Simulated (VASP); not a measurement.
# Si16C in VASP: further runs, part 2 of 2

VASP 6.6.1. The steps go on from the part before.

**3. Single point, PBE, collinear spin**

File INCAR:

```
SYSTEM = Si16C
  ALGO = Fast
  DIPOL = 0.5 0.5 0.321
  EDIFF = 1E-6
  ENCUT = 520
  GGA = PE
  IDIPOL = 3
  ISIF = 2
  ISMEAR = 0
  ISPIN = 2
  LASPH = .TRUE.
  LCHARG = .FALSE.
  LDIPOL = .TRUE.
  LORBIT = 11
  LREAL = Auto
  LWAVE = .FALSE.
  MAGMOM = 0 0 0 0 0 0 0 0 0 0 0 0 0 0 0 0 2
  NBANDS = 52
  NELM = 150
  PREC = Accurate
  SIGMA = 0.05
```

File KPOINTS:

```
k-points
0
G
  4 4 1
  0 0 0
```

File POSCAR:

```
Si16C
1.0
    7.7021643869      0.0000000000      0.0000000000
    0.0000000000      6.3646811531      0.0000000000
    0.0000000000      0.0000000000     19.7525434939
Si C
16 1
Direct
    0.0000000000      0.9370679262      0.2025055660
    0.5000000000      0.9370679262      0.2025055660
    0.0000000000      0.5629320738      0.2025055660
    0.5000000000      0.5629320738      0.2025055660
    0.2500000000      0.4370679262      0.2587875163
    0.7500000000      0.4370679262      0.2587875163
    0.2500000000      0.0629320738      0.2587875163
    0.7500000000      0.0629320738      0.2587875163
    0.2500000000      0.9333044689      0.3720589473
    0.7500000000      0.9333044689      0.3720589473
    0.2500000000      0.5666955311      0.3720589473
    0.7500000000      0.5666955311      0.3720589473
    0.0000000000      0.4259907553      0.4177964978
    0.5000000000      0.4259907553      0.4177964978
    0.0000000000      0.0740092447      0.4177964978
    0.5000000000      0.0740092447      0.4177964978
    0.2500000000      1.0926574220      0.4515830574
```

Potentials or basis: VASP PAW PBE potentials, release 64 (Si, C).

Started as:

```console
cat potpaw_PBE.64/Si/POTCAR potpaw_PBE.64/C/POTCAR > POTCAR
mpirun -np 1 vasp_std > vasp.out
```

OUTCAR:

```text
SYSTEM = Si16C
   EDIFF = 1E-6
   ENCUT = 520
   GGA = PE
   ISIF = 2
   ISMEAR = 0
   ISPIN = 2
   LASPH = .TRUE.
   LORBIT = 11
   LREAL = Auto
   NELM = 150
   PREC = Accurate

 ion  position               nearest neighbor table
   1  0.000  0.937  0.203-   7 2.36   8 2.36   3 2.38
   2  0.500  0.937  0.203-   7 2.36   8 2.36   4 2.38
   3  0.000  0.563  0.203-   5 2.36   6 2.36   1 2.38
   4  0.500  0.563  0.203-   5 2.36   6 2.36   2 2.38
   5  0.250  0.437  0.259-   3 2.36   4 2.36   7 2.38  11 2.38
   6  0.750  0.437  0.259-   3 2.36   4 2.36   8 2.38  12 2.38
   7  0.250  0.063  0.259-   1 2.36   2 2.36   5 2.38   9 2.38
   8  0.750  0.063  0.259-   1 2.36   2 2.36   6 2.38  10 2.38
   9  0.250  0.933  0.372-  17 1.87  16 2.31  15 2.31  11 2.33   7 2.38
  10  0.750  0.933  0.372-  15 2.31  16 2.31  12 2.33   8 2.38
  11  0.250  0.567  0.372-  13 2.31  14 2.31   9 2.33   5 2.38
  12  0.750  0.567  0.372-  13 2.31  14 2.31  10 2.33   6 2.38
  13  0.000  0.426  0.418-  15 2.24  12 2.31  11 2.31
  14  0.500  0.426  0.418-  16 2.24  12 2.31  11 2.31
  15  0.000  0.074  0.418-  17 2.04  13 2.24   9 2.31  10 2.31
  16  0.500  0.074  0.418-  17 2.04  14 2.24   9 2.31  10 2.31
  17  0.250  0.093  0.452-   9 1.87  15 2.04  16 2.04

  LATTYP: Found a simple orthorhombic cell.
 ALAT       =     6.3646811531
 B/A-ratio  =     1.2101414355
 C/A-ratio  =     3.1034615904

  Lattice vectors:

 A1 = (   0.0000000000,  -6.3646811531,   0.0000000000)
 A2 = (   7.7021643869,   0.0000000000,   0.0000000000)
 A3 = (   0.0000000000,   0.0000000000,  19.7525434939)

Analysis of symmetry for initial positions (statically):
=====================================================================
 Subroutine PRICEL returns:
 Original cell was already a primitive cell.

 Routine SETGRP: Setting up the symmetry group for a
 simple orthorhombic supercell.

 Subroutine GETGRP returns: Found  2 space group operations
 (whereof  1 operations were pure point group operations)
[... 657 lines left out ...]
      2     -12.2841      1.00000
      3     -11.3342      1.00000
      4     -10.8128      1.00000
      5     -10.7417      1.00000
      6     -10.0308      1.00000
[... 430 lines left out ...]
     45       2.0843      0.00000
     46       2.1862      0.00000
 [bands above 46 left out]

------------------------ aborting loop because EDIFF is reached ----------------------------------------

 vacuum level on the upper side and lower side of the slab       (xc-potential included)         0.017        -0.045

  FORCE on cell =-STRESS in cart. coord.  units (eV):
  Direction    XX          YY          ZZ          XY          YZ          ZX
  --------------------------------------------------------------------------------------
  -------------------------------------------------------------------------------------
  Total       -1.9011821      2.6703151     -0.4395542      0.0000000      1.3210120      0.0000000
  in kB       -3.1457328      4.4183552     -0.7272949      0.0000000      2.1857721      0.0000000
  external PRESSURE =       0.1817758 kB  Pullay stress =       0.0000000 kB

 VOLUME and BASIS-vectors are now :
 -----------------------------------------------------------------------------
  energy-cutoff  :      520.00
  volume of cell :      968.31
      direct lattice vectors                 reciprocal lattice vectors
     7.702164387  0.000000000  0.000000000     0.129833635  0.000000000  0.000000000
     0.000000000  6.364681153  0.000000000     0.000000000  0.157117061  0.000000000
     0.000000000  0.000000000 19.752543494     0.000000000  0.000000000  0.050626391

 POSITION                                       TOTAL-FORCE (eV/Angst)
 -----------------------------------------------------------------------------------
      0.00000      5.96414      4.00000         0.011615     -0.557114      0.606891
      3.85108      5.96414      4.00000        -0.011615     -0.557114      0.606891
      0.00000      3.58288      4.00000        -0.065715      0.578309      0.560101
      3.85108      3.58288      4.00000         0.065715      0.578309      0.560101
      1.92554      2.78180      5.11171         0.000000     -0.048588     -0.523840
      5.77662      2.78180      5.11171         0.000000     -0.036545     -0.701251
[... 9 lines left out ...]
      3.85108      0.47105      8.25254        -1.609291      0.431401      1.248853
      1.92554      0.58973      8.91991         0.000000     -0.020095      0.020026
 -----------------------------------------------------------------------------------
    total drift:                               -0.000000      0.007092     -0.027955

  FREE ENERGIE OF THE ION-ELECTRON SYSTEM (eV)
  ---------------------------------------------------
  free  energy   TOTEN  =       -84.0943240770 eV

  energy  without entropy=      -84.0835422108  energy(sigma->0) =      -84.08893314

 vacuum level on the upper side and lower side of the slab         3.622         3.569

 total charge

# of ion       s       p       d       tot
------------------------------------------
    1        0.795   0.835   0.000   1.629
    2        0.795   0.835   0.000   1.629
    3        0.798   0.830   0.000   1.628
    4        0.798   0.830   0.000   1.628
    5        0.763   0.887   0.000   1.650
    6        0.767   0.882   0.000   1.649
[... 9 lines left out ...]
   16        0.773   0.876   0.000   1.648
   17        0.944   1.315   0.000   2.259
--------------------------------------------------
tot         13.387  15.428   0.000  28.815

 magnetization (x)

# of ion       s       p       d       tot
------------------------------------------
    1        0.000   0.001   0.000   0.002
    2        0.000   0.001   0.000   0.002
    3       -0.000  -0.000   0.000  -0.000
    4       -0.000  -0.000   0.000  -0.000
    5        0.000   0.000   0.000   0.000
    6        0.000   0.000   0.000   0.000
[... 9 lines left out ...]
   16        0.000   0.000   0.000   0.000
   17        0.000   0.001   0.000   0.001
--------------------------------------------------
tot          0.001   0.005   0.000   0.006
```

OSZICAR:

```text
N       E                     dE             d eps       ncg     rms          rms(c)
DAV:   1     0.342199481014E+03    0.34220E+03   -0.21206E+04  1872   0.938E+02
DAV:   2    -0.450096900766E+02   -0.38721E+03   -0.37187E+03  2636   0.174E+02
DAV:   3    -0.847758481260E+02   -0.39766E+02   -0.38563E+02  2360   0.530E+01
[... 34 lines left out ...]
RMM:  38    -0.840943194435E+02   -0.16778E-05   -0.14101E-06  1435   0.342E-03    0.202E-04
RMM:  39    -0.840943213750E+02   -0.19315E-05   -0.17070E-06  1528   0.353E-03    0.158E-04
RMM:  40    -0.840943225998E+02   -0.12248E-05   -0.12462E-06  1361   0.318E-03    0.117E-04
RMM:  41    -0.840943237642E+02   -0.11643E-05   -0.19851E-06  1609   0.368E-03    0.952E-05
RMM:  42    -0.840943240770E+02   -0.31283E-06   -0.73699E-07  1165   0.267E-03
   1 F= -.84094324E+02 E0= -.84088933E+02  d E =-.107819E-01  mag=     0.0163
```

stdout:

```text
POSCAR found type information on POSCAR SiC
 POSCAR found :  2 types and      17 ions
 scaLAPACK will be used
 LDA part: xc-table for (Slater+PW92), standard interpolation
 POSCAR, INCAR and KPOINTS ok, starting setup
 FFT: planning ... GRIDC
 FFT: planning ... GRID_SOFT
 FFT: planning ... GRID
 WAVECAR not read
 entering main loop
```

It took 57 min on 1 thread of AMD EPYC 9755, shared host; peak memory 1.5 GiB.

Results:

```
Free energy                                           : -84.0943 eV
Largest force                                         : 2.292 eV/Å
Band gap on the k mesh                                : zero (filled and empty bands overlap)
Net moment                                            : 0.02 μB per cell
Valence electrons inside the program's atomic spheres : Si 1.63, 1.65, 1.72, 1.69, 1.68 (each value once); C 2.26
```

Forces in eV/Å, atoms in the order of the input:
```
Si   0.012 -0.557  0.607
Si  -0.012 -0.557  0.607
Si  -0.066  0.578  0.560
Si   0.066  0.578  0.560
Si   0.000 -0.049 -0.524
Si   0.000 -0.037 -0.701
Si   0.000  0.059 -0.578
Si   0.000  0.116 -0.546
Si   0.000 -1.078 -2.022
Si   0.000 -0.849 -0.232
Si   0.000 -0.087 -0.026
Si   0.000  0.005 -0.073
Si   0.008  0.517 -0.075
Si  -0.008  0.517 -0.075
Si   1.609  0.431  1.249
Si  -1.609  0.431  1.249
C    0.000 -0.020  0.020
```

Levels at points of the mesh, in eV from the Fermi level:
Spin up:
```csv
k point,band 31,band 32,band 33,band 34,band 35,band 36,band 37,band 38
"(0.00, 0.00, 0.00)",-0.75,-0.45,-0.34,-0.15,0.18,0.26,0.67,1.01
"(0.50, 0.00, 0.00)",-0.81,-0.51,-0.24,-0.07,0.39,0.71,0.75,1.40
"(0.00, 0.50, 0.00)",-1.05,-0.96,-0.65,-0.16,0.00,0.01,0.33,0.81
"(0.50, 0.50, 0.00)",-0.62,-0.51,-0.47,-0.28,0.02,0.37,0.43,1.11
```
Spin down:
```csv
k point,band 30,band 31,band 32,band 33,band 34,band 35,band 36,band 37,band 38,band 39
"(0.00, 0.00, 0.00)",-0.79,-0.75,-0.45,-0.34,-0.15,0.18,0.27,0.67,1.02,1.64
"(0.50, 0.00, 0.00)",-1.30,-0.81,-0.51,-0.24,-0.07,0.39,0.71,0.76,1.40,1.69
"(0.00, 0.50, 0.00)",-1.07,-1.04,-0.96,-0.65,-0.16,0.00,0.01,0.33,0.81,1.25
"(0.50, 0.50, 0.00)",-1.52,-0.62,-0.51,-0.46,-0.28,0.02,0.37,0.43,1.11,1.64
```
